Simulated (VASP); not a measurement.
**MoS2: single point with PBE+D3(BJ)**

MoS2:

```
Mo S
1.0
    -3.14948    0.00000    0.00000
    -1.57474   -2.72753    0.00000
    -0.39369   -0.22729   13.29006
Mo S
2 4
Direct
  0.99509 0.99509 0.05895
  0.95342 0.95342 0.55895
  0.27693 0.27693 0.67684
  0.31860 0.31860 0.17684
  0.25491 0.25491 0.94106
  0.29658 0.29658 0.44106
```

| Quantity | Value |
| --- | --- |
| Program | VASP 6.6.1 |
| Task | single point |
| Functional | PBE |
| Dispersion | D3(BJ) |
| Potentials or basis | VASP PAW PBE potentials, release 64 (Mo_sv, S) |
| Cutoff | 520 eV |
| k mesh | 10 × 10 × 2 |
| Occupations | gaussian, width 0.05 eV |
| Spin | no spin polarisation |

The pressure is 3.6 GPa, the largest force is 6.129 eV/Å and the band gap on the k mesh is 1.07 eV, direct. The dispersion energy per atom is -0.398 eV.

Forces in eV/Å, atoms in the order of the input:
```
Mo   4.483  2.588  2.994
Mo   0.005  0.003  0.003
S    0.002  0.001 -0.010
S    0.115  0.067  0.056
S   -4.603 -2.657 -3.052
S   -0.002 -0.001  0.009
```

Stress tensor (GPa, compression positive):
```
 3.10  1.76 10.33
 1.76  1.07  5.96
10.33  5.96  6.62
```

Levels at points of the mesh, in eV from the valence-band top:
```tsv
k point	band 24	band 25	band 26	band 27	band 28	band 29
(0.00, 0.00, 0.00)	-0.89	-0.84	0.00	1.07	1.99	2.36
(0.50, 0.00, 0.00)	-1.39	-1.12	-0.10	1.74	1.88	2.24
(0.50, 0.50, 0.00)	-1.38	-1.19	-0.96	1.76	1.88	2.28
(0.00, 0.00, 0.50)	-0.89	-0.41	-0.17	1.07	1.99	2.36
(0.50, 0.00, 0.50)	-1.39	-1.08	-0.10	1.74	1.88	2.27
(0.50, 0.50, 0.50)	-1.22	-1.20	-1.05	1.76	1.88	2.37
```

Run time: 2.5 min on 1 thread of AMD EPYC 9R45 96-Core Processor (Zen 5), on a shared host, peak memory 0.32 GiB.

Caveat: forces of over 1 eV/Å act on the atoms, so gaps and moduli don't describe the material at rest. As with any semilocal functional, this PBE gap is likely too small.
